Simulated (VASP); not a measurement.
HfC: single point with PBE

The system is HfC.

```
Hf C
1.0
     0.00000    2.32500    2.32500
     2.32500    0.00000    2.32500
     2.32500    2.32500    0.00000
Hf C
1 1
Direct
  0.54301 0.45699 0.45699
  0.00000 0.00000 0.00000
```

```json
{
  "Program": "VASP 6.6.1",
  "Task": "single point",
  "Functional": "PBE",
  "Potentials or basis": "VASP PAW PBE potentials, release 64 (Hf_pv, C)",
  "Cutoff": "520 eV",
  "k mesh": "11 × 11 × 11",
  "Occupations": "gaussian, width 0.1 eV",
  "Spin": "no spin polarisation",
  "Dipole correction": "no",
  "Further INCAR settings": "ALGO = Normal; EDIFF = 1e-06; NBANDS = 14"
}
```

* Pressure: 3.3 GPa
* Largest force: 1.721 eV/Å
* Band gap on the k mesh: zero (band 7 reaches 6.29 eV, above the bottom of band 8 at 5.42 eV)

Forces in eV/Å, atoms in the order of the input:
```
Hf   1.721  0.000  0.000
C   -1.721  0.000  0.000
```

Stress tensor (GPa, compression positive):
```
11.78  0.00  0.00
 0.00 -0.94  0.00
 0.00  0.00 -0.94
```

Levels at points of the mesh, in eV from the Fermi level:
| k point | band 5 | band 6 | band 7 | band 8 | band 9 | band 10 |
| --- | --- | --- | --- | --- | --- | --- |
| (0.00, 0.00, 0.00) | -0.10 | -0.10 | 0.18 | 1.31 | 2.45 | 2.45 |

Run time: 12 s on 1 thread of Intel(R) Xeon(R) 6975P-C (Granite Rapids), with other jobs on the host, peak memory 0.17 GiB.

Caveat: spin-orbit coupling is left out, which moves the levels of the heavy elements; forces of over 1 eV/Å act on the atoms, so gaps and moduli don't describe the material at rest.
